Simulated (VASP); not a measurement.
# Y (P6_3/mmc) in VASP: single point with BLYP

Aim: the single point of Y with BLYP.

All numbers are computed with VASP 6.6.1; they aren't measurements. Logs are shortened: lines on timing, memory, paths and dates and some standing lists are left out, and cuts for length are marked.

### Step 1. The cell of the first run

The structure is hexagonal, space group P6_3/mmc (No. 194). Conventional cell: a = 3.693 Å, b = 3.693 Å, c = 5.709 Å, α = 90.00°, β = 90.00°, γ = 120.00°. Y (site symmetry -6m2) has 12 Y at 3.56 to 3.69 Å within 4.7 Å.

### Step 2. Single point, BLYP, collinear spin

INCAR reads:

```
SYSTEM = Y
PREC = Accurate ; ENCUT = 520
EDIFF = 1E-6 ; ISMEAR = -1
SIGMA = 0.05 ; LREAL = .False.
LASPH = .True. ; NELM = 150
ALGO = Normal ; ISIF = 2
LWAVE = .False. ; LCHARG = .False.
ISPIN = 2 ; MAGMOM = 1 1
LORBIT = 11 ; LMAXMIX = 4
GGA = B5 ; ALDAX = 1.0
AGGAX = 1.0 ; AGGAC = 1.0
ALDAC = 0.0 ; NBANDS = 22
```

KPOINTS reads:

```
Automatic mesh
0
Gamma
  10 10 6
  0 0 0
```

POSCAR reads:

```
Y
1.0
    3.6928105545      0.0000000000      0.0000000000
   -1.8464052773      3.1980677516      0.0000000000
    0.0000000000      0.0000000000      5.7087541404
Y
2
Direct
    0.3333333333      0.6666666667      0.2500000000
    0.6666666667      0.3333333333      0.7500000000
```

Potentials or basis: VASP PAW PBE potentials, release 64 (Y_sv).

The run is started by

```console
cat potpaw_PBE.64/Y_sv/POTCAR > POTCAR
mpirun -np 1 vasp_std > vasp.out
```

OUTCAR:

```text
SYSTEM = Y
   PREC = Accurate
   ENCUT = 520
   EDIFF = 1E-6
   ISMEAR = -1
   LREAL = .False.
   LASPH = .True.
   NELM = 150
   ISIF = 2
   ISPIN = 2
   LORBIT = 11
   GGA = B5

 ion  position               nearest neighbor table
   1  0.333  0.667  0.250-   2 3.56   2 3.56   2 3.56   2 3.56   2 3.56   2 3.56
   2  0.667  0.333  0.750-   1 3.56   1 3.56   1 3.56   1 3.56   1 3.56   1 3.56

  LATTYP: Found a hexagonal cell.
 ALAT       =     3.6928105545
 C/A-ratio  =     1.5459103726

  Lattice vectors:

 A1 = (   3.6928105545,   0.0000000000,   0.0000000000)
 A2 = (  -1.8464052773,   3.1980677516,   0.0000000000)
 A3 = (   0.0000000000,   0.0000000000,   5.7087541404)

Analysis of symmetry for initial positions (statically):
=====================================================================
 Subroutine PRICEL returns:
 Original cell was already a primitive cell.

 Routine SETGRP: Setting up the symmetry group for a
 hexagonal supercell.

 Subroutine GETGRP returns: Found 24 space group operations
 (whereof 12 operations were pure point group operations)
 out of a pool of 24 trial point group operations.

The static configuration has the point symmetry D_3d.
 The point group associated with its full space group is D_6h.

Analysis of symmetry for dynamics (positions and initial velocities):
=====================================================================
 Subroutine PRICEL returns:
 Original cell was already a primitive cell.

 Routine SETGRP: Setting up the symmetry group for a
 hexagonal supercell.

 Subroutine GETGRP returns: Found 24 space group operations
 (whereof 12 operations were pure point group operations)
 out of a pool of 24 trial point group operations.

The dynamic configuration has the point symmetry D_3d.
 The point group associated with its full space group is D_6h.

Analysis of structural, dynamic, and magnetic symmetry:
=====================================================================
 Subroutine PRICEL returns:
 Original cell was already a primitive cell.

 Routine SETGRP: Setting up the symmetry group for a
 hexagonal supercell.

 Subroutine GETGRP returns: Found 24 space group operations
 (whereof 12 operations were pure point group operations)
 out of a pool of 24 trial point group operations.

The overall configuration has the point symmetry D_3d.
 The point group associated with its full space group is D_6h.

 Subroutine INISYM returns: Found 24 space group operations
 (whereof 12 operations are pure point group operations),
 and found     1 'primitive' translations

----------------------------------------------------------------------------------------

                                     Primitive cell

  volume of cell :      67.4196

  direct lattice vectors                    reciprocal lattice vectors
     3.692810554  0.000000000  0.000000000     0.270796453  0.156344405  0.000000000
    -1.846405277  3.198067752  0.000000000     0.000000000  0.312688810  0.000000000
     0.000000000  0.000000000  5.708754140     0.000000000  0.000000000  0.175169569

  length of vectors
     3.692810554  3.692810555  5.708754140     0.312688810  0.312688810  0.175169569

  position of ions in fractional coordinates (direct lattice)
     0.333333333  0.666666667  0.250000000
     0.666666667  0.333333333  0.750000000

  ion indices of the primitive-cell ions
   primitive index   ion index
                 1           1
                 2           2

----------------------------------------------------------------------------------------

 KPOINTS: Automatic mesh

Automatic generation of k-mesh.
 Grid dimensions read from file:
 generate k-points for:   10   10    6

 Generating k-lattice:

  Cartesian coordinates                     Fractional coordinates (reciprocal lattice)
     0.027079645  0.015634441  0.000000000     0.100000000 -0.000000000  0.000000000
     0.000000000  0.031268881  0.000000000     0.000000000  0.100000000  0.000000000
     0.000000000  0.000000000  0.029194928     0.000000000  0.000000000  0.166666667

  Length of vectors
     0.031268881  0.031268881  0.029194928

  Shift w.r.t. Gamma in fractional coordinates (k-lattice)
     0.000000000  0.000000000  0.000000000

 Subroutine IBZKPT returns following result:
 ===========================================

 Found     56 irreducible k-points:

 Following reciprocal coordinates:
            Coordinates               Weight
  0.000000  0.000000  0.000000      1.000000
  0.100000 -0.000000  0.000000      6.000000
  0.200000 -0.000000  0.000000      6.000000
  0.300000  0.000000  0.000000      6.000000
  0.400000  0.000000  0.000000      6.000000
  0.500000  0.000000  0.000000      3.000000
[... 16 lines left out ...]
  0.300000  0.100000  0.166667     24.000000
  0.400000  0.100000  0.166667     24.000000
 [... further k-points ...]
   k-points           NKPTS =     56   k-points in BZ     NKDIM =     56   number of bands    NBANDS=     22
   number of dos      NEDOS =    301   number of ions     NIONS =      2
   total plane-waves  NPLWV =  32928
   dimension x,y,z NGX =    28 NGY =   28 NGZ =   42
   dimension x,y,z NGXF=    56 NGYF=   56 NGZF=   84
   ions per type =               2
   NGX,Y,Z   is equivalent  to a cutoff of  12.61, 12.61, 12.23 a.u.
   NGXF,Y,Z  is equivalent  to a cutoff of  25.21, 25.21, 24.46 a.u.
 SYSTEM =  Y
   PREC   = accura    normal or accurate (medium, high low for compatibility)
   ISTART =      0    job   : 0-new  1-cont  2-samecut
   ICHARG =      2    charge: 1-file 2-atom 10-const
   ISPIN  =      2    spin polarized calculation?
   LNONCOLLINEAR =      F non collinear calculations
   LSORBIT =      F    spin-orbit coupling
   LASPH  =      T    aspherical Exc in radial PAW
   ENCUT  =  520.0 eV  38.22 Ry    6.18 a.u.   6.87  6.87 10.61*2*pi/ulx,y,z
   NELM   =    150;   NELMIN=  2; NELMDL= -5     # of ELM steps
   EDIFF  = 0.1E-05   stopping-criterion for ELM
   LREAL  =      F    real-space projection
   EDIFFG = 0.1E-04   stopping-criterion for IOM
   NSW    =      0    number of steps for IOM
   IBRION =     -1    ionic relax: 0-MD 1-quasi-New 2-CG
   NFREE  =      0    steps in history (QN), initial steepest desc. (CG)
   ISIF   =      2    stress and relaxation
   ISYM   =      2    0-nonsym 1-usesym 2-fastsym
   POTIM  = 0.5000    time-step for ionic-motion
   TEBEG  =    0.0;   TEEND  =   0.0 temperature during run
   PSTRESS=    0.0 pullay stress
   NELECT =      22.0000    total number of electrons
   NUPDOWN=      -1.0000    fix difference up-down
   EMIN   =  10.00;   EMAX   =-10.00  energy-range for DOS
   EFERMI =   0.00;   METHOD = LEGACY
   ISMEAR =    -1;   SIGMA  =   0.05  broadening in eV -4-tet -1-fermi 0-gaus
   EFERMI_NEDOS =   21; number of points for ismear=-14 and -15
   IALGO  =     38    algorithm
   IMIX   =      4    mixing-type and parameters
     AMIX     =   0.40;   BMIX     =  1.00
     AMIX_MAG =   1.60;   BMIX_MAG =  1.00
  volume/ion in A,a.u.               =      33.71       227.48
  Fermi-wavevector in a.u.,A,eV,Ry     =   1.127077  2.129867 17.283526  1.270303
  Thomas-Fermi vector in A             =   2.263762
   LORBIT       =     11    0 simple, 1 ext, 2 COOP (PROOUT), +10 PAW based schemes
   GGA     = B5    functional components
   LHFCALC =     F    Hartree Fock is set to
   AEXX    =    0.0000 exact exchange contribution
   IVDW    =     0    specifies the selected vdW correction
   LEPSILON=     F    determine dielectric tensor
   LRPA    =     F    only Hartree local field effects (RPA)
 spin polarized calculation
  energy-cutoff  :      520.00
  volume of cell :       67.42
 maximum number of plane-waves:      1838
 NGX is ok and might be reduce to    28
   NGX = 13   NGY = 13   NGZ = 21

 number of electron      21.9999998 magnetization       0.0033539

 number of electron      21.9999998 magnetization      -0.0001573

 Free energy of the ion-electron system (eV)
  ---------------------------------------------------
  ext. energy  EPLUGINS =         0.00000000
  ---------------------------------------------------
  free energy    TOTEN  =       -10.92771221 eV

  energy without entropy =      -10.89835955  energy(sigma->0) =      -10.91303588

 E-fermi :   3.3506     XC(G=0):  -8.8143

 val. band max:        3.3375186306   @ k =   0.4000   0.0000   0.0000
 cond. band min:       3.3566693644   @ k =   0.4000   0.0000   0.1667
 fundamental gap:      0.0191507337
 Fermi energy:         3.3506117045

 spin component 1

 k-point     1 :       0.0000    0.0000    0.0000
  band No.  band energies     occupation
      1     -39.3897      1.00000
      2     -39.3197      1.00000
      3     -19.7243      1.00000
      4     -19.2953      1.00000
      5     -19.2953      1.00000
      6     -19.2066      1.00000
[... 14 lines left out ...]
     21      10.6552      0.00000
     22      12.3006      0.00000
[... 552 lines left out ...]
  band No.  band energies     occupation
      1     -39.3352      1.00000
      2     -39.3152      1.00000
      3     -19.6348      1.00000
      4     -19.5458      1.00000
      5     -19.4512      1.00000
      6     -19.3934      1.00000
[... 14 lines left out ...]
     21      10.2084      0.00000
     22      10.8898      0.00000

 [... further k-points ...]

 spin component 2

 k-point     1 :       0.0000    0.0000    0.0000
  band No.  band energies     occupation
      1     -39.3898      1.00000
      2     -39.3198      1.00000
      3     -19.7243      1.00000
      4     -19.2953      1.00000
      5     -19.2953      1.00000
      6     -19.2066      1.00000
[... 14 lines left out ...]
     21      10.6551      0.00000
     22      12.3005      0.00000
[... 552 lines left out ...]
  band No.  band energies     occupation
      1     -39.3353      1.00000
      2     -39.3153      1.00000
      3     -19.6348      1.00000
      4     -19.5458      1.00000
      5     -19.4513      1.00000
      6     -19.3935      1.00000
[... 14 lines left out ...]
     21      10.2083      0.00000
     22      10.8897      0.00000

 [... further k-points ...]

------------------------ aborting loop because EDIFF is reached ----------------------------------------

  FORCE on cell =-STRESS in cart. coord.  units (eV):
  Direction    XX          YY          ZZ          XY          YZ          ZX
  --------------------------------------------------------------------------------------
  -------------------------------------------------------------------------------------
  Total       -0.0234424     -0.0234424     -0.0230197      0.0000000     -0.0000000      0.0000000
  in kB       -0.5570922     -0.5570922     -0.5470455      0.0000000     -0.0000000      0.0000000
  external PRESSURE =      -0.5537433 kB  Pullay stress =       0.0000000 kB

 VOLUME and BASIS-vectors are now :
 -----------------------------------------------------------------------------
  energy-cutoff  :      520.00
  volume of cell :       67.42
      direct lattice vectors                 reciprocal lattice vectors
     3.692810554  0.000000000  0.000000000     0.270796453  0.156344405  0.000000000
    -1.846405277  3.198067752  0.000000000     0.000000000  0.312688810  0.000000000
     0.000000000  0.000000000  5.708754140     0.000000000  0.000000000  0.175169569

 POSITION                                       TOTAL-FORCE (eV/Angst)
 -----------------------------------------------------------------------------------
     -0.00000      2.13205      1.42719         0.000000      0.000000      0.000000
      1.84641      1.06602      4.28157        -0.000000      0.000000      0.000000
 -----------------------------------------------------------------------------------
    total drift:                               -0.000000      0.000000     -0.000000

  FREE ENERGIE OF THE ION-ELECTRON SYSTEM (eV)
  ---------------------------------------------------
  free  energy   TOTEN  =       -10.9277122140 eV

  energy  without entropy=      -10.8983595469  energy(sigma->0) =      -10.91303588

 total charge

# of ion       s       p       d       f       tot
--------------------------------------------------
    1        2.284   6.209   0.944   0.006   9.443
    2        2.284   6.209   0.944   0.006   9.443
--------------------------------------------------
tot          4.567  12.418   1.888   0.012  18.886

 magnetization (x)

# of ion       s       p       d       f       tot
--------------------------------------------------
    1        0.000  -0.000  -0.000  -0.000  -0.000
    2        0.000  -0.000  -0.000  -0.000  -0.000
--------------------------------------------------
tot          0.000  -0.000  -0.000  -0.000  -0.000
```

Wall time 90 s (1 thread of Intel Xeon 6975P-C (Granite Rapids), shared host); peak memory 0.29 GiB.

What came out:

| Quantity | Value |
| --- | --- |
| Free energy | -10.9277 eV |
| Pressure | -0.1 GPa |
| Band gap on the k mesh | zero (filled and empty bands overlap) |
| Net moment | 0.00 μB per cell |
| Valence electrons inside the program's atomic spheres | Y 9.44 |

Caveat: the PAW data sets were made with another functional, which shifts forces and pressure a little.
